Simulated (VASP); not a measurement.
SnO2:

```
CELL_PARAMETERS angstrom
1.62780 0.93981 4.83239
-1.62780 0.93981 4.83239
0.00000 -1.87962 4.83239
ATOMIC_POSITIONS crystal
Sn 0.50000 0.50000 0.50000
O 0.76283 0.76283 0.76283
O 0.23717 0.23717 0.23717
```

Program: VASP 6.6.1. Alike in all runs: task single point; no spin polarisation; cell as given; cutoff (eV) 520; smearing fermi-dirac 0.05 eV.

Problem. Order these runs on this cell by their pressure, lowest first.
A. level LDA; potentials or basis VASP PAW LDA potentials, release 64 (Sn_d, O); k mesh 8 × 8 × 8
B. level PBEsol; potentials or basis VASP PAW PBE potentials, release 64 (Sn_d, O); k mesh 10 × 10 × 10
C. level r2SCAN; potentials or basis VASP PAW PBE potentials, release 64 (Sn_d, O); k mesh 10 × 10 × 10

Solution. A (-10.9 GPa), C (-8.9 GPa), B (-7.1 GPa).

Caveats: the cell stands under tension; the PAW data sets were made with another functional, which shifts forces and pressure a little (at least some runs).
